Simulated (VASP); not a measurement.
# O2 in VASP: a series of runs

O2 is run at these levels: r2SCAN; tasks: single point, relaxation of the atoms.

Program: VASP 6.6.1. These are calculated values, not measurements. Logs are shortened: lines on timing, memory, paths and dates and some standing lists are left out, and cuts for length are marked.

## (1) The cell of the first run

The cell holds a molecule in a box, 2 atoms: a = 9.000 Å, b = 9.500 Å, c = 10.000 Å, α = 90.00°, β = 90.00°, γ = 90.00°.

## (2) Single point, r2SCAN, collinear spin, ferromagnetic start

File POSCAR:

```
O
1.0
    9.0000000000      0.0000000000      0.0000000000
    0.0000000000      9.5000000000      0.0000000000
    0.0000000000      0.0000000000     10.0000000000
O
2
Direct
    0.5000000000      0.5000000000      0.4397516236
    0.5000000000      0.5000000000      0.5602483764
```

File INCAR.step1:

```
PREC = Accurate
ENCUT = 520
ISMEAR = 0
SIGMA = 0.02
LREAL = F
LASPH = T
NELM = 150
ISPIN = 2
MAGMOM = 1 1
NBANDS = 17
GGA = PE
ALGO = Normal
EDIFF = 1E-4
LWAVE = T
LCHARG = F
```

File INCAR.step2:

```
PREC = Accurate
ENCUT = 520
EDIFF = 1E-7
ISMEAR = 0
SIGMA = 0.02
LREAL = F
LASPH = T
NELM = 150
ALGO = Normal
ISIF = 2
LWAVE = F
LCHARG = F
ISPIN = 2
MAGMOM = 1 1
LORBIT = 11
METAGGA = R2SCAN
LMIXTAU = T
NBANDS = 17
ISTART = 1
```

File KPOINTS:

```
Automatic mesh
0
Gamma
  1 1 1
```

Potentials or basis: VASP PAW PBE potentials, release 64 (O).

On the command line:

```
> cat potpaw_PBE.64/O/POTCAR > POTCAR
> cp INCAR.step1 INCAR
> mpirun -np 1 vasp_gam > vasp.out
> cp INCAR.step2 INCAR
> mpirun -np 1 vasp_gam > vasp.out
```

OUTCAR:

```text
PREC = Accurate
   ENCUT = 520
   EDIFF = 1E-7
   ISMEAR = 0
   LREAL = F
   LASPH = T
   NELM = 150
   ISIF = 2
   ISPIN = 2
   LORBIT = 11
   METAGGA = R2SCAN
   ISTART = 1

 ion  position               nearest neighbor table
   1  0.500  0.500  0.440-   2 1.20
   2  0.500  0.500  0.560-   1 1.20

  LATTYP: Found a simple orthorhombic cell.
 ALAT       =     9.0000000000
 B/A-ratio  =     1.0555555556
 C/A-ratio  =     1.1111111111

  Lattice vectors:

 A1 = (   9.0000000000,   0.0000000000,   0.0000000000)
 A2 = (   0.0000000000,   9.5000000000,   0.0000000000)
 A3 = (   0.0000000000,   0.0000000000,  10.0000000000)

Analysis of symmetry for initial positions (statically):
=====================================================================
 Subroutine PRICEL returns:
 Original cell was already a primitive cell.

 Routine SETGRP: Setting up the symmetry group for a
 simple orthorhombic supercell.

 Subroutine GETGRP returns: Found  8 space group operations
 (whereof  8 operations were pure point group operations)
 out of a pool of  8 trial point group operations.

The static configuration has the point symmetry D_2h.

Analysis of symmetry for dynamics (positions and initial velocities):
=====================================================================
 Subroutine PRICEL returns:
 Original cell was already a primitive cell.

 Routine SETGRP: Setting up the symmetry group for a
 simple orthorhombic supercell.

 Subroutine GETGRP returns: Found  8 space group operations
 (whereof  8 operations were pure point group operations)
 out of a pool of  8 trial point group operations.

The dynamic configuration has the point symmetry D_2h.

Analysis of structural, dynamic, and magnetic symmetry:
=====================================================================
 Subroutine PRICEL returns:
 Original cell was already a primitive cell.

 Routine SETGRP: Setting up the symmetry group for a
 simple orthorhombic supercell.

 Subroutine GETGRP returns: Found  8 space group operations
 (whereof  8 operations were pure point group operations)
 out of a pool of  8 trial point group operations.

The overall configuration has the point symmetry D_2h.

 Subroutine INISYM returns: Found  8 space group operations
 (whereof  8 operations are pure point group operations),
[... 88 lines left out ...]
   EFERMI_NEDOS =   21; number of points for ismear=-14 and -15
   IALGO  =     38    algorithm
   IMIX   =      4    mixing-type and parameters
     AMIX     =   0.40;   BMIX     =  1.00
     AMIX_MAG =   1.60;   BMIX_MAG =  1.00
  volume/ion in A,a.u.               =     427.50      2884.91
  Fermi-wavevector in a.u.,A,eV,Ry     =   0.394893  0.746240  2.121703  0.155941
  Thomas-Fermi vector in A             =   1.339966
   LORBIT       =     11    0 simple, 1 ext, 2 COOP (PROOUT), +10 PAW based schemes
   METAGGA = R2SCAN    functional components
   LHFCALC =     F    Hartree Fock is set to
   AEXX    =    0.0000 exact exchange contribution
   IVDW    =     0    specifies the selected vdW correction
   LEPSILON=     F    determine dielectric tensor
   LRPA    =     F    only Hartree local field effects (RPA)
 spin polarized calculation
 Gauss-broadening in eV      SIGMA  =   0.02
  energy-cutoff  :      520.00
  volume of cell :      855.00
 maximum number of plane-waves:     11510
 NGX is ok and might be reduce to    70
   NGX = 33   NGY = 35   NGZ = 37

 number of electron      12.0000002 magnetization       2.0000000

 Free energy of the ion-electron system (eV)
  ---------------------------------------------------
  ext. energy  EPLUGINS =         0.00000000
  ---------------------------------------------------
  free energy    TOTEN  =       -11.84800271 eV

  energy without entropy =      -11.84800271  energy(sigma->0) =      -11.84800271

 E-fermi :  -7.1661     XC(G=0):  -0.4311

 val. band max:       -7.2890805060   @ k =   0.0000   0.0000   0.0000
 cond. band min:      -3.8377347560   @ k =   0.0000   0.0000   0.0000
 fundamental gap:      3.4513457500
 Fermi energy:        -7.1661323823

 spin component 1

 k-point     1 :       0.0000    0.0000    0.0000
  band No.  band energies     occupation
      1     -34.5474      1.00000
      2     -21.7271      1.00000
      3     -14.1925      1.00000
      4     -14.1924      1.00000
      5     -13.8969      1.00000
      6      -7.2891      1.00000
[... 9 lines left out ...]
     16       3.1570      0.00000
     17       3.1616      0.00000
 Fermi energy:        -7.1661323823

 spin component 2

 k-point     1 :       0.0000    0.0000    0.0000
  band No.  band energies     occupation
      1     -33.1757      1.00000
      2     -19.2954      1.00000
      3     -12.7900      1.00000
      4     -11.6941      1.00000
      5     -11.6941      1.00000
      6      -3.8377      0.00000
[... 9 lines left out ...]
     16       3.2385      0.00000
     17       3.2416      0.00000

------------------------ aborting loop because EDIFF is reached ----------------------------------------

  FORCE on cell =-STRESS in cart. coord.  units (eV):
  Direction    XX          YY          ZZ          XY          YZ          ZX
  --------------------------------------------------------------------------------------
  -------------------------------------------------------------------------------------
  Total       -0.0766802     -0.0774148      1.6896575      0.0000000      0.0000000      0.0000000
  in kB       -0.1436903     -0.1450670      3.1662351      0.0000000      0.0000000      0.0000000
  external PRESSURE =       0.9591593 kB  Pullay stress =       0.0000000 kB

 VOLUME and BASIS-vectors are now :
 -----------------------------------------------------------------------------
  energy-cutoff  :      520.00
  volume of cell :      855.00
      direct lattice vectors                 reciprocal lattice vectors
     9.000000000  0.000000000  0.000000000     0.111111111  0.000000000  0.000000000
     0.000000000  9.500000000  0.000000000     0.000000000  0.105263158  0.000000000
     0.000000000  0.000000000 10.000000000     0.000000000  0.000000000  0.100000000

 POSITION                                       TOTAL-FORCE (eV/Angst)
 -----------------------------------------------------------------------------------
      4.50000      4.75000      4.39752         0.000000      0.000000     -1.484164
      4.50000      4.75000      5.60248         0.000000      0.000000      1.484164
 -----------------------------------------------------------------------------------
    total drift:                                0.000000      0.000000     -0.000000

  FREE ENERGIE OF THE ION-ELECTRON SYSTEM (eV)
  ---------------------------------------------------
  free  energy   TOTEN  =       -11.8480027099 eV

  energy  without entropy=      -11.8480027099  energy(sigma->0) =      -11.84800271

 total charge

# of ion       s       p       d       tot
------------------------------------------
    1        1.615   3.330   0.000   4.945
    2        1.615   3.330   0.000   4.945
--------------------------------------------------
tot          3.230   6.660   0.000   9.890

 magnetization (x)

# of ion       s       p       d       tot
------------------------------------------
    1        0.015   0.816   0.000   0.831
    2        0.015   0.816   0.000   0.831
--------------------------------------------------
tot          0.029   1.632   0.000   1.661
```

It took 3.1 min on 1 thread of AMD EPYC 9R45 (Zen 5), shared host; peak memory 1.2 GiB.

What came out:

- Free energy: -11.8480 eV
- Largest force: 1.484 eV/Å
- Gap between the frontier levels: 3.45 eV
- Net moment: 2.00 μB per cell
- Site moments: O +0.83 μB
- Valence electrons inside the program's atomic spheres: O 4.95

Forces on the atoms (eV/Å):
```
O    0.000  0.000 -1.484
O    0.000  0.000  1.484
```

Levels at points of the mesh, in eV from the valence-band top:
Spin up:
| k point | band 4 | band 5 | band 6 | band 7 | band 8 | band 9 | band 10 | band 11 |
| --- | --- | --- | --- | --- | --- | --- | --- | --- |
| (0.00, 0.00, 0.00) | -6.90 | -6.61 | 0.00 | 0.00 | 7.33 | 8.68 | 8.83 | 8.93 |
Spin down:
```
           k point  band 3  band 4  band 5  band 6  band 7  band 8
(0.00, 0.00, 0.00)   -5.50   -4.41   -4.41    3.45    3.45    7.40
```

Caveat: the standard files for N, O and F lose accuracy on very short bonds; the PAW data sets were made with another functional, which shifts forces and pressure a little.

## (3) Relaxation of the atoms, r2SCAN, collinear spin, ferromagnetic start

File POSCAR:

```
O
1.0
    9.0000000000      0.0000000000      0.0000000000
    0.0000000000      9.5000000000      0.0000000000
    0.0000000000      0.0000000000     10.0000000000
O
2
Direct
    0.5000000000      0.5000000000      0.4385000000
    0.5000000000      0.5000000000      0.5615000000
```

File INCAR.step1:

```
PREC     = Accurate       # precision mode
ENCUT    = 520            # plane-wave cutoff, eV
ISMEAR   = 0              # smearing method
SIGMA    = 0.02           # smearing width, eV
LREAL    = False          # projectors in reciprocal space
LASPH    = True           # aspherical terms in the spheres
NELM     = 150            # most SCF steps
ISPIN    = 2              # spin polarisation
MAGMOM   = 1 1            # initial moments
GGA      = PE             # functional
ALGO     = Normal         # electronic algorithm
EDIFF    = 1E-4           # SCF threshold, eV
LWAVE    = True           # write WAVECAR
LCHARG   = False          # write CHGCAR
```

File INCAR.step2:

```
PREC     = Accurate       # precision mode
ENCUT    = 520            # plane-wave cutoff, eV
EDIFF    = 1E-6           # SCF threshold, eV
ISMEAR   = 0              # smearing method
SIGMA    = 0.02           # smearing width, eV
LREAL    = False          # projectors in reciprocal space
LASPH    = True           # aspherical terms in the spheres
NELM     = 150            # most SCF steps
ALGO     = Normal         # electronic algorithm
ISIF     = 2              # what is computed and relaxed
LWAVE    = False          # write WAVECAR
LCHARG   = False          # write CHGCAR
ISPIN    = 2              # spin polarisation
MAGMOM   = 1 1            # initial moments
LORBIT   = 11             # projections on sites
METAGGA  = R2SCAN         # meta-GGA
LMIXTAU  = True         
IBRION   = 2              # ionic algorithm
NSW      = 80             # ionic steps
EDIFFG   = -0.03          # ionic threshold
ISTART   = 1
```

KPOINTS is that of step 2.

Potentials or basis: VASP PAW PBE potentials, release 64 (O).

On the command line:

```
> cat potpaw_PBE.64/O/POTCAR > POTCAR
> cp INCAR.step1 INCAR
> mpirun -np 1 vasp_gam > vasp.out
> cp INCAR.step2 INCAR
> mpirun -np 1 vasp_gam > vasp.out
```

OUTCAR:

```text
PREC = Accurate
   ENCUT = 520
   EDIFF = 1E-6
   ISMEAR = 0
   LREAL = False
   LASPH = True
   NELM = 150
   ISIF = 2
   ISPIN = 2
   LORBIT = 11
   METAGGA = R2SCAN
   IBRION = 2
   NSW = 80
   EDIFFG = -0.03
   ISTART = 1

 ion  position               nearest neighbor table
   1  0.500  0.500  0.438-   2 1.23
   2  0.500  0.500  0.562-   1 1.23

  LATTYP: Found a simple orthorhombic cell.
 ALAT       =     9.0000000000
 B/A-ratio  =     1.0555555556
 C/A-ratio  =     1.1111111111

  Lattice vectors:

 A1 = (   9.0000000000,   0.0000000000,   0.0000000000)
 A2 = (   0.0000000000,   9.5000000000,   0.0000000000)
 A3 = (   0.0000000000,   0.0000000000,  10.0000000000)

Analysis of symmetry for initial positions (statically):
=====================================================================
 Subroutine PRICEL returns:
 Original cell was already a primitive cell.

 Routine SETGRP: Setting up the symmetry group for a
 simple orthorhombic supercell.

 Subroutine GETGRP returns: Found  8 space group operations
 (whereof  8 operations were pure point group operations)
 out of a pool of  8 trial point group operations.

The static configuration has the point symmetry D_2h.

Analysis of symmetry for dynamics (positions and initial velocities):
=====================================================================
 Subroutine PRICEL returns:
 Original cell was already a primitive cell.

 Routine SETGRP: Setting up the symmetry group for a
 simple orthorhombic supercell.

 Subroutine GETGRP returns: Found  8 space group operations
 (whereof  8 operations were pure point group operations)
 out of a pool of  8 trial point group operations.

The dynamic configuration has the point symmetry D_2h.

Analysis of structural, dynamic, and magnetic symmetry:
=====================================================================
 Subroutine PRICEL returns:
 Original cell was already a primitive cell.

[... 121 lines left out ...]
   NGX = 33   NGY = 35   NGZ = 37

--------------------------------------- Ionic step        1  -------------------------------------------

 number of electron      12.0000001 magnetization       1.9983095

 Free energy of the ion-electron system (eV)
  ---------------------------------------------------
  ext. energy  EPLUGINS =         0.00000000
  ---------------------------------------------------
  free energy    TOTEN  =       -11.85828884 eV

  energy without entropy =      -11.85828884  energy(sigma->0) =      -11.85828884

------------------------ aborting loop because EDIFF is reached ----------------------------------------

  FORCE on cell =-STRESS in cart. coord.  units (eV):
  Direction    XX          YY          ZZ          XY          YZ          ZX
  --------------------------------------------------------------------------------------
  -------------------------------------------------------------------------------------
  Total       -0.0481831     -0.0489661     -0.7835603     -0.0000000      0.0000000      0.0000000
  in kB       -0.0902898     -0.0917572     -1.4683070     -0.0000000      0.0000000      0.0000000
  external PRESSURE =      -0.5501180 kB  Pullay stress =       0.0000000 kB
[... 59 lines left out ...]
--------------------------------------- Ionic step        3  -------------------------------------------

 number of electron      12.0000002 magnetization       2.0000001

 Free energy of the ion-electron system (eV)
  ---------------------------------------------------
  ext. energy  EPLUGINS =         0.00000000
  ---------------------------------------------------
  free energy    TOTEN  =       -11.86072385 eV

  energy without entropy =      -11.86072385  energy(sigma->0) =      -11.86072385

 E-fermi :  -7.2394     XC(G=0):  -0.4447

 val. band max:       -7.4354590963   @ k =   0.0000   0.0000   0.0000
 cond. band min:      -3.9917853818   @ k =   0.0000   0.0000   0.0000
 fundamental gap:      3.4436737145
 Fermi energy:        -7.2394409196

 spin component 1

 k-point     1 :       0.0000    0.0000    0.0000
  band No.  band energies     occupation
      1     -34.1690      1.00000
      2     -21.8774      1.00000
      3     -14.0346      1.00000
      4     -14.0345      1.00000
      5     -13.8433      1.00000
      6      -7.4355      1.00000
      7      -7.4355      1.00000
      8       0.0356      0.00000
      9       1.3636      0.00000
     10       1.5172      0.00000
     11       1.7471      0.00000
 Fermi energy:        -7.2394409196

 spin component 2

 k-point     1 :       0.0000    0.0000    0.0000
  band No.  band energies     occupation
      1     -32.7812      1.00000
      2     -19.4449      1.00000
      3     -12.7564      1.00000
      4     -11.5311      1.00000
      5     -11.5311      1.00000
      6      -3.9918      0.00000
      7      -3.9918      0.00000
      8       0.0986      0.00000
      9       1.5369      0.00000
     10       1.5644      0.00000
     11       1.7181      0.00000
[... 27 lines left out ...]
  FREE ENERGIE OF THE ION-ELECTRON SYSTEM (eV)
  ---------------------------------------------------
  free  energy   TOTEN  =       -11.8607238520 eV

  energy  without entropy=      -11.8607238520  energy(sigma->0) =      -11.86072385

 reached required accuracy - stopping structural energy minimisation

 total charge

# of ion       s       p       d       tot
------------------------------------------
    1        1.614   3.303   0.000   4.917
    2        1.614   3.303   0.000   4.917
--------------------------------------------------
tot          3.228   6.606   0.000   9.835

 magnetization (x)

# of ion       s       p       d       tot
------------------------------------------
    1        0.015   0.819   0.000   0.834
    2        0.015   0.819   0.000   0.834
--------------------------------------------------
tot          0.030   1.638   0.000   1.668
```

OSZICAR.step1:

```text
N       E                     dE             d eps       ncg     rms          rms(c)
DAV:   1     0.141949621456E+03    0.14195E+03   -0.28538E+03    52   0.593E+02
DAV:   2     0.400656002727E+02   -0.10188E+03   -0.94186E+02    74   0.104E+02
DAV:   3    -0.771263727483E+01   -0.47778E+02   -0.46252E+02    58   0.102E+02
DAV:   4    -0.980214769569E+01   -0.20895E+01   -0.20886E+01    56   0.277E+01
DAV:   5    -0.982021676503E+01   -0.18069E-01   -0.18069E-01    66   0.258E+00    0.645E+00
DAV:   6    -0.974337394719E+01    0.76843E-01   -0.11645E+00    50   0.101E+01    0.300E+00
DAV:   7    -0.988385515983E+01   -0.14048E+00   -0.19720E-01    47   0.447E+00    0.147E+00
DAV:   8    -0.987926176527E+01    0.45934E-02   -0.70631E-02    50   0.230E+00    0.437E-01
DAV:   9    -0.988283194060E+01   -0.35702E-02   -0.53183E-03    44   0.710E-01    0.200E-01
DAV:  10    -0.988330021697E+01   -0.46828E-03   -0.72877E-04    44   0.272E-01    0.485E-02
DAV:  11    -0.988345397930E+01   -0.15376E-03   -0.54327E-05    44   0.692E-02    0.171E-02
DAV:  12    -0.988359000931E+01   -0.13603E-03   -0.17077E-05    44   0.307E-02    0.789E-03
DAV:  13    -0.988371058586E+01   -0.12058E-03   -0.50543E-06    47   0.161E-02    0.462E-03
DAV:  14    -0.988386447957E+01   -0.15389E-03   -0.73289E-06    44   0.173E-02    0.337E-03
DAV:  15    -0.988396095571E+01   -0.96476E-04   -0.36388E-06    50   0.119E-02
   1 F= -.98839610E+01 E0= -.98839610E+01  d E =-.107443E-16  mag=     2.0000
```

Run time: 5.7 min. Hardware: 1 thread of AMD EPYC 9R45 (Zen 5), shared host; peak memory 1.2 GiB.

Results:

| Item | Value |
| --- | --- |
| Free energy | -11.8607 eV |
| Energy gained by relaxing | 1.2 meV/atom |
| Ionic steps | 3 |
| Largest force after relaxing | 0.010 eV/Å |
| Gap between the frontier levels | 3.44 eV |
| Net moment | 2.00 μB per cell |
| Site moments | O +0.83 μB |
| Valence electrons inside the program's atomic spheres | O 4.92 |

Forces in eV/Å, atoms in the order of the input:
```
O    0.000  0.000 -0.010
O    0.000  0.000  0.010
```

Step by step:
| step | energy change (eV) | largest force (eV/Å) | pressure (GPa) |
| --- | --- | --- | --- |
| 1 | 0.0000 | 0.5829 | -0.06 |
| 2 | 0.1041 | 4.6417 | 0.32 |
| 3 | -0.0024 | 0.0096 | -0.01 |

Final structure:
```yaml
crystal:
  lattice:
    - [9.00000, 0.00000, 0.00000]
    - [0.00000, 9.50000, 0.00000]
    - [0.00000, 0.00000, 10.00000]
  atoms:
    - { symbol: O, position: [0.50000, 0.50000, 0.43888] }
    - { symbol: O, position: [0.50000, 0.50000, 0.56112] }
```

Caveat: the standard files for N, O and F lose accuracy on very short bonds; the PAW data sets were made with another functional, which shifts forces and pressure a little.
